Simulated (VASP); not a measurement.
# LiTaC3 (R3c) in VASP: single point with r2SCAN

Aim: the single point of LiTaC3 with r2SCAN.

Everything below comes from runs of VASP 6.6.1. Logs are shortened: lines on timing, memory, paths and dates and some standing lists are left out, and cuts for length are marked.

## 1. The cell of the first run

The structure is trigonal, space group R3c (No. 161). Conventional cell: a = 5.085 Å, b = 5.085 Å, c = 13.599 Å, α = 90.00°, β = 90.00°, γ = 120.00°. Ta (site symmetry 3) has 6 C at 1.89 to 2.04 Å within 2.5 Å. Within 2.5 Å of C (site symmetry 1) lie 2 Ta at 1.89 to 2.04 Å and 2 Li at 2.02 to 2.26 Å. Li (site symmetry 3) has 6 C at 2.02 to 2.26 Å within 2.7 Å.

## 2. Single point, r2SCAN

Input file POSCAR:

```
LiTaC3
1.0
    5.0851020000      0.0000000000      0.0000000000
   -2.5425510000      4.4038280000      0.0000000000
   -2.5425510000      1.4679430000      4.5329320000
Ta C Li
2 6 2
Direct
    0.0013000000      0.9987000000      0.0039000000
    0.5013000000      0.4987000000      0.5039000000
    0.1203000000      0.2742000000      0.2103000000
    0.7258000000      0.6358000000      0.2103000000
    0.3642000000      0.8797000000      0.2103000000
    0.2258000000      0.3797000000      0.7103000000
    0.8642000000      0.7742000000      0.7103000000
    0.6203000000      0.1358000000      0.7103000000
    0.2820000000      0.7180000000      0.8460000000
    0.7820000000      0.2180000000      0.3460000000
```

Input file INCAR.step1:

```
ALGO = Normal
EDIFF = 1E-4
ENCUT = 520
GGA = PE
ISMEAR = -1
LASPH = T
LCHARG = F
LREAL = F
LWAVE = T
NBANDS = 37
NELM = 80
PREC = Accurate
SIGMA = 0.1
```

Input file INCAR.step2:

```
ALGO = Normal
EDIFF = 1E-7
ENCUT = 520
ISIF = 2
ISMEAR = -1
ISTART = 1
LASPH = T
LCHARG = F
LMIXTAU = T
LREAL = F
LWAVE = F
METAGGA = R2SCAN
NBANDS = 37
NELM = 80
PREC = Accurate
SIGMA = 0.1
```

Input file KPOINTS:

```
k-points
0
Gamma
  7 7 7
```

Potentials or basis: VASP PAW PBE potentials, release 64 (Ta_pv, C, Li_sv).

Run with:

```bash
$ cat potpaw_PBE.64/Ta_pv/POTCAR potpaw_PBE.64/C/POTCAR potpaw_PBE.64/Li_sv/POTCAR > POTCAR
$ cp INCAR.step1 INCAR
$ mpirun -np 1 vasp_std > vasp.out
$ cp INCAR.step2 INCAR
$ mpirun -np 1 vasp_std > vasp.out
```

OUTCAR:

```text
EDIFF = 1E-7
   ENCUT = 520
   ISIF = 2
   ISMEAR = -1
   ISTART = 1
   LASPH = T
   LREAL = F
   METAGGA = R2SCAN
   NELM = 80
   PREC = Accurate

 ion  position               nearest neighbor table
   1  0.001  0.999  0.004-   5 1.89   4 1.89   3 1.89   8 2.04   6 2.04   7 2.04  10 2.98   9 3.02
                             9 3.02   9 3.02
   2  0.501  0.499  0.504-   6 1.89   8 1.89   7 1.89   4 2.04   5 2.04   3 2.04   9 2.98  10 3.02
                            10 3.02  10 3.02
   3  0.120  0.274  0.210-   1 1.89  10 2.02   2 2.04   9 2.26
   4  0.726  0.636  0.210-   1 1.89  10 2.02   2 2.04   9 2.26
   5  0.364  0.880  0.210-   1 1.89  10 2.02   2 2.04   9 2.26
   6  0.226  0.380  0.710-   2 1.89   9 2.02   1 2.04  10 2.26
   7  0.864  0.774  0.710-   2 1.89   9 2.02   1 2.04  10 2.26
   8  0.620  0.136  0.710-   2 1.89   9 2.02   1 2.04  10 2.26
   9  0.282  0.718  0.846-   7 2.02   8 2.02   6 2.02   4 2.26   3 2.26   5 2.26   2 2.98   1 3.02
                             1 3.02   1 3.02
  10  0.782  0.218  0.346-   3 2.02   4 2.02   5 2.02   8 2.26   7 2.26   6 2.26   1 2.98   2 3.02
                             2 3.02   2 3.02

  LATTYP: Found a trigonal (rhomboedric) cell.
 ALAT       =     5.4006382262
 COS(alpha) =     0.5567188841

  Lattice vectors:

 A1 = (  -0.0000000000,  -2.9358850000,   4.5329320000)
 A2 = (   2.5425510000,   1.4679430000,   4.5329320000)
 A3 = (  -2.5425510000,   1.4679430000,   4.5329320000)

Analysis of symmetry for initial positions (statically):
=====================================================================
 Subroutine PRICEL returns:
 Original cell was already a primitive cell.

 Routine SETGRP: Setting up the symmetry group for a
 trigonal (rhombohedral) supercell.

 Subroutine GETGRP returns: Found  6 space group operations
 (whereof  3 operations were pure point group operations)
 out of a pool of 12 trial point group operations.

The static configuration has the point symmetry C_3 .
 The point group associated with its full space group is C_3v.

Analysis of symmetry for dynamics (positions and initial velocities):
=====================================================================
 Subroutine PRICEL returns:
 Original cell was already a primitive cell.

 Routine SETGRP: Setting up the symmetry group for a
 trigonal (rhombohedral) supercell.

 Subroutine GETGRP returns: Found  6 space group operations
 (whereof  3 operations were pure point group operations)
 out of a pool of 12 trial point group operations.

The dynamic configuration has the point symmetry C_3 .
 The point group associated with its full space group is C_3v.

 Subroutine INISYM returns: Found  6 space group operations
 (whereof  3 operations are pure point group operations),
 and found     1 'primitive' translations

----------------------------------------------------------------------------------------

                                     Primitive cell

  volume of cell :     101.5101

  direct lattice vectors                    reciprocal lattice vectors
     5.085102000  0.000000000  0.000000000     0.196652889  0.113537586  0.073535914
    -2.542551000  4.403828000  0.000000000     0.000000000  0.227075172 -0.073535939
    -2.542551000  1.467943000  4.532932000     0.000000000  0.000000000  0.220607766

  length of vectors
     5.085102000  5.085102422  5.400638366     0.238685301  0.238685291  0.220607766

  position of ions in fractional coordinates (direct lattice)
     0.001300000  0.998700000  0.003900000
     0.501300000  0.498700000  0.503900000
     0.120300000  0.274200000  0.210300000
     0.725800000  0.635800000  0.210300000
     0.364200000  0.879700000  0.210300000
     0.225800000  0.379700000  0.710300000
     0.864200000  0.774200000  0.710300000
     0.620300000  0.135800000  0.710300000
     0.282000000  0.718000000  0.846000000
     0.782000000  0.218000000  0.346000000

  ion indices of the primitive-cell ions
   primitive index   ion index
                 1           1
                 2           2
                 3           3
                 4           4
                 5           5
                 6           6
                 7           7
                 8           8
                 9           9
                10          10

----------------------------------------------------------------------------------------

 KPOINTS: k-points

Automatic generation of k-mesh.
 Grid dimensions read from file:
 generate k-points for:    7    7    7

 Generating k-lattice:

  Cartesian coordinates                     Fractional coordinates (reciprocal lattice)
     0.028093270  0.016219655  0.010505131     0.142857143  0.000000000 -0.000000000
     0.000000000  0.032439310 -0.010505134     0.000000000  0.142857143  0.000000000
     0.000000000  0.000000000  0.031515395     0.000000000  0.000000000  0.142857143

  Length of vectors
     0.034097900  0.034097899  0.031515395

  Shift w.r.t. Gamma in fractional coordinates (k-lattice)
     0.000000000  0.000000000  0.000000000

 Subroutine IBZKPT returns following result:
 ===========================================

 Found     44 irreducible k-points:

 Following reciprocal coordinates:
            Coordinates               Weight
  0.000000  0.000000  0.000000      1.000000
  0.142857  0.000000  0.000000      6.000000
  0.285714  0.000000 -0.000000      6.000000
  0.428571  0.000000  0.000000      6.000000
  0.142857  0.142857  0.000000      6.000000
  0.285714  0.142857  0.000000     12.000000
[... 16 lines left out ...]
  0.142857  0.285714  0.142857     12.000000
  0.285714  0.285714  0.142857     12.000000
 [... further k-points ...]
   k-points           NKPTS =     44   k-points in BZ     NKDIM =     44   number of bands    NBANDS=     37
   number of dos      NEDOS =    301   number of ions     NIONS =     10
   total plane-waves  NPLWV =  64000
   dimension x,y,z NGX =    40 NGY =   40 NGZ =   40
   dimension x,y,z NGXF=    80 NGYF=   80 NGZF=   80
   ions per type =               2   6   2
   NGX,Y,Z   is equivalent  to a cutoff of  13.08, 13.08, 12.31 a.u.
   NGXF,Y,Z  is equivalent  to a cutoff of  26.15, 26.15, 24.63 a.u.
 SYSTEM =  unknown system
   PREC   = accura    normal or accurate (medium, high low for compatibility)
   ISTART =      1    job   : 0-new  1-cont  2-samecut
   ICHARG =      0    charge: 1-file 2-atom 10-const
   ISPIN  =      1    spin polarized calculation?
   LNONCOLLINEAR =      F non collinear calculations
   LSORBIT =      F    spin-orbit coupling
   LASPH  =      T    aspherical Exc in radial PAW
   ENCUT  =  520.0 eV  38.22 Ry    6.18 a.u.   9.45  9.45 10.04*2*pi/ulx,y,z
   NELM   =     80;   NELMIN=  2; NELMDL=  0     # of ELM steps
   EDIFF  = 0.1E-06   stopping-criterion for ELM
   LREAL  =      F    real-space projection
   EDIFFG = 0.1E-05   stopping-criterion for IOM
   NSW    =      0    number of steps for IOM
   IBRION =     -1    ionic relax: 0-MD 1-quasi-New 2-CG
   NFREE  =      0    steps in history (QN), initial steepest desc. (CG)
   ISIF   =      2    stress and relaxation
   ISYM   =      2    0-nonsym 1-usesym 2-fastsym
   POTIM  = 0.5000    time-step for ionic-motion
   TEBEG  =    0.0;   TEEND  =   0.0 temperature during run
   PSTRESS=    0.0 pullay stress
   NELECT =      52.0000    total number of electrons
   NUPDOWN=      -1.0000    fix difference up-down
   EMIN   =  10.00;   EMAX   =-10.00  energy-range for DOS
   EFERMI =   0.00;   METHOD = LEGACY
   ISMEAR =    -1;   SIGMA  =   0.10  broadening in eV -4-tet -1-fermi 0-gaus
   EFERMI_NEDOS =   21; number of points for ismear=-14 and -15
   IALGO  =     38    algorithm
   IMIX   =      4    mixing-type and parameters
     AMIX     =   0.40;   BMIX     =  1.00
     AMIX_MAG =   1.60;   BMIX_MAG =  1.00
  volume/ion in A,a.u.               =      10.15        68.50
  Fermi-wavevector in a.u.,A,eV,Ry     =   1.309904  2.475360 23.345544  1.715849
  Thomas-Fermi vector in A             =   2.440471
   LORBIT       =      0    0 simple, 1 ext, 2 COOP (PROOUT), +10 PAW based schemes
   METAGGA = R2SCAN    functional components
   LHFCALC =     F    Hartree Fock is set to
   AEXX    =    0.0000 exact exchange contribution
   IVDW    =     0    specifies the selected vdW correction
   LEPSILON=     F    determine dielectric tensor
   LRPA    =     F    only Hartree local field effects (RPA)
 non-spin polarized calculation
  energy-cutoff  :      520.00
  volume of cell :      101.51
 maximum number of plane-waves:      2756
 NGX is ok and might be reduce to    40
   NGX = 19   NGY = 19   NGZ = 21

 number of electron      52.0000007 magnetization

 Free energy of the ion-electron system (eV)
  ---------------------------------------------------
  ext. energy  EPLUGINS =         0.00000000
  ---------------------------------------------------
  free energy    TOTEN  =      -141.52703726 eV

  energy without entropy =     -141.37030763  energy(sigma->0) =     -141.44867245

 E-fermi :   4.5012     XC(G=0): -12.1882

 val. band max:        4.4896066140   @ k =  -0.2857   0.2857   0.0000
 cond. band min:       4.5080361284   @ k =  -0.4286   0.2857   0.0000
 fundamental gap:      0.0184295144
 Fermi energy:         4.5011565568

 k-point     1 :       0.0000    0.0000    0.0000
  band No.  band energies     occupation
      1     -41.7237      2.00000
      2     -41.7207      2.00000
      3     -30.1218      2.00000
      4     -30.1218      2.00000
      5     -30.0791      2.00000
      6     -30.0297      2.00000
[... 29 lines left out ...]
     36      11.2147      0.00000
     37      11.2147      0.00000

 k-point     2 :       0.1429    0.0000    0.0000
  band No.  band energies     occupation
      1     -41.7236      2.00000
      2     -41.7208      2.00000
      3     -30.1179      2.00000
      4     -30.1174      2.00000
      5     -30.0738      2.00000
      6     -30.0348      2.00000
[... 872 lines left out ...]
 k-point    24 :       0.2857    0.2857    0.1429
  band No.  band energies     occupation
      1     -41.7226      2.00000
      2     -41.7220      2.00000
      3     -30.1189      2.00000
      4     -30.1064      2.00000
      5     -30.0769      2.00000
      6     -30.0559      2.00000
[... 29 lines left out ...]
     36      10.5803      0.00000
     37      11.2232      0.00000

 [... further k-points ...]

------------------------ aborting loop because EDIFF is reached ----------------------------------------

  FORCE on cell =-STRESS in cart. coord.  units (eV):
  Direction    XX          YY          ZZ          XY          YZ          ZX
  --------------------------------------------------------------------------------------
  -------------------------------------------------------------------------------------
  Total       34.2511118     34.2511194     29.5533975      0.0000000      0.0000022     -0.0000000
  in kB      540.5999914    540.6001110    466.4539511      0.0000000      0.0000343     -0.0000000
  external PRESSURE =     515.8846845 kB  Pullay stress =       0.0000000 kB

 VOLUME and BASIS-vectors are now :
 -----------------------------------------------------------------------------
  energy-cutoff  :      520.00
  volume of cell :      101.51
      direct lattice vectors                 reciprocal lattice vectors
     5.085102000  0.000000000  0.000000000     0.196652889  0.113537586  0.073535914
    -2.542551000  4.403828000  0.000000000     0.000000000  0.227075172 -0.073535939
    -2.542551000  1.467943000  4.532932000     0.000000000  0.000000000  0.220607766

 POSITION                                       TOTAL-FORCE (eV/Angst)
 -----------------------------------------------------------------------------------
     -2.54255      4.40383      0.01768        -0.000000     -0.000000     -4.101890
      0.00000      2.93589      2.28414        -0.000000     -0.000000     -4.101890
     -0.62013      1.51624      0.95328        -1.045931      2.555250      1.303021
      1.53951      3.10866      0.95328        -1.689946     -2.183428      1.303021
     -0.91939      4.18276      0.95328         2.735877     -0.371822      1.303021
     -1.62316      2.71481      3.21974        -2.735877     -0.371822      1.303021
      0.62013      4.45212      3.21974         1.045931      2.555250      1.303021
      1.00304      1.64072      3.21974         1.689946     -2.183428      1.303021
     -2.54255      4.40383      3.83486        -0.000000      0.000000      0.192827
      2.54255      1.46794      1.56839        -0.000000      0.000000      0.192827
 -----------------------------------------------------------------------------------
    total drift:                               -0.000003     -0.000001     -0.002196

  FREE ENERGIE OF THE ION-ELECTRON SYSTEM (eV)
  ---------------------------------------------------
  free  energy   TOTEN  =      -141.5270372646 eV

  energy  without entropy=     -141.3703076329  energy(sigma->0) =     -141.44867245
```

Wall time 12 min (1 thread of Intel Xeon Platinum 8259CL at 2.50GHz (Skylake/Cascade Lake), shared host); peak memory 0.35 GiB.

What came out:

```yaml
Free_energy: -141.5270 eV
Largest_force: 4.102 eV/Å
Band_gap_on_the_k_mesh: zero (bands 26 and 27 overlap by 0.61 eV)
```

Forces in eV/Å, atoms in the order of the input:
```
Ta   0.000  0.000 -4.102
Ta   0.000  0.000 -4.102
C   -1.046  2.555  1.303
C   -1.690 -2.183  1.303
C    2.736 -0.372  1.303
C   -2.736 -0.372  1.303
C    1.046  2.555  1.303
C    1.690 -2.183  1.303
Li   0.000  0.000  0.193
Li   0.000  0.000  0.193
```

Caveat: the cutoff is under 1.25 times the usual one of these potentials, so pressure, stress and relaxed cells hold a basis-set (Pulay) error; the PAW data sets were made with another functional, which shifts forces and pressure a little; spin-orbit coupling is left out, which moves the levels of the heavy elements.
